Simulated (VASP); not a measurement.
Runs of VASP 6.6.1 on WAu. The structure is that of space group F-43m (No. 216), or close to it. The cells are those of the table. 

```csv
task,level,spin,cell,k mesh,cutoff (eV),gap on the mesh (eV),pressure (GPa),relaxed volume (Å³/atom)
relaxation of cell and atoms,PBE,off,"relaxed from a = 4.114 Å, angles 60.0°, 2 atoms",8 × 8 × 8,600,none,0.0,24.64
single point,PBE,"non-collinear, zero start, SOC","a = 4.114 Å, angles 60.0°, 2 atoms",6 × 6 × 6,520,-,0.0,-
relaxation of cell and atoms,revPBE+D3(BJ),off,"relaxed from a = 4.114 Å, angles 60.0°, 2 atoms",8 × 8 × 8,600,none,0.0,(a)
relaxation of cell and atoms,revPBE+D4,off,"relaxed from a = 4.114 Å, angles 60.0°, 2 atoms",8 × 8 × 8,600,none,0.0,23.91
single point,revPBE+D3(BJ),off,"a = 4.061 Å, angles 60.0°, 2 atoms",8 × 8 × 8,520,none,0.1,-
```

Alike in all rows: potentials or basis VASP PAW PBE potentials, release 64 (W_sv, Au); smearing fermi-dirac 0.05 eV.

Fill in the values left out.

(a) 23.70.

Caveats: spin-orbit coupling is left out, which moves the levels of the heavy elements (some runs); the PAW data sets were made with another functional, which shifts forces and pressure a little (some runs); pairwise dispersion overbinds metals, which lowers pressure and volume (some runs).

A k mesh can miss the band edges, and rows without SOC leave out spin-orbit coupling on Au, W.

A gap of «none» marks levels without a gap at the run's occupations.
